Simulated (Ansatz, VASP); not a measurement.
**One calculation of SnO, two programs**

The input INCAR:

```
  ALGO = Normal
  EDIFF = 1E-7
  ENCUT = 520
  GGA = PE
  GGA_COMPAT = F
  ISIF = 2
  ISMEAR = -1
  LASPH = T
  LCHARG = F
  LNONCOLLINEAR = T
  LORBIT = 11
  LORBMOM = T
  LREAL = F
  LSORBIT = T
  LWAVE = F
  MAGMOM = 0 0 0 0 0 0 0 0 0 0 0 0
  NBANDS = 54
  NELM = 150
  PREC = Accurate
  SIGMA = 0.02
```

The input KPOINTS:

```
k-points
0
Gamma
  6 6 6
```

POSCAR

```
SnO
1.0
    3.7926486997      0.0000000000      0.0000000000
    0.0000000000      3.7926486997      0.0000000000
    0.0000000000      0.0000000000      4.7582138802
Sn O
2 2
Direct
    0.5000000000      0.0000000000      0.2410340763
    0.0000000000      0.5000000000      0.7589659237
    0.0000000000      0.0000000000      0.0000000000
    0.5000000000      0.5000000000      0.0000000000
```

Input for Ansatz:

```yaml
crystal:
  lattice:
    - [3.7926486997, 0.0, 0.0]
    - [0.0, 3.7926486997, 0.0]
    - [0.0, 0.0, 4.7582138802]
  atoms:
    - { symbol: Sn, position: [0.5, 0.0, 0.2410340763] }
    - { symbol: Sn, position: [0.0, 0.5, 0.7589659237] }
    - { symbol: O, position: [0.0, 0.0, 0.0] }
    - { symbol: O, position: [0.5, 0.5, 0.0] }
kpoints:
  mp_grid: { grid: [6, 6, 6] }
  band_path:
    path:
      - [0.0, 0.0, 0.0]
      - [0.0, 0.5, 0.0]
      - [0.5, 0.5, 0.0]
      - [0.0, 0.0, 0.5]
      - [0.0, 0.5, 0.5]
      - [0.5, 0.5, 0.5]
      - [0.05, 0.05, 0.0]
    npoints: 1
hamiltonian:
  xc: pbe
scf:
  occupations: { method: fermi_dirac, width: 0.02 }
  n_extra_bands: 10
magnetization:
  noncollinear: true
  spin_orbit: true
output:
  forces: true
  stress: true
  eigenvalues: true
  write_density: true
  write_potential: true
  elf: true
  volumetric_format: npy
```

Alike in both runs: task single point; functional PBE; k mesh 6 × 6 × 6; occupations fermi-dirac, width 0.02 eV; non-collinear spin, spin-orbit coupling.

```csv
,VASP,Ansatz
version,VASP 6.6.1,Ansatz 0.2.0
potentials or method,"VASP PAW PBE potentials, release 64 (Sn_d, O)","plane waves, PAW"
plane-wave cutoff (eV),520,420
valence electrons in the cell,40,40
```

|  | VASP | Ansatz | Ansatz less VASP |
| --- | --- | --- | --- |
| pressure (GPa) | 5.6 | 5.3 | -0.29 |
| traceless stress, the component that is largest in VASP (GPa) | -0.58 | -0.58 | -0.003 |
| rms of the force components (eV/Å) | 0.239 | 0.204 | -0.0352 |
| net moment per atom (μB) | 0.00 | 0.00 | 0.000 |

Atom by atom the forces differ by 0.035 eV/Å (rms over components). The functional is the same, so the differences come from potentials, cutoffs and numerics.
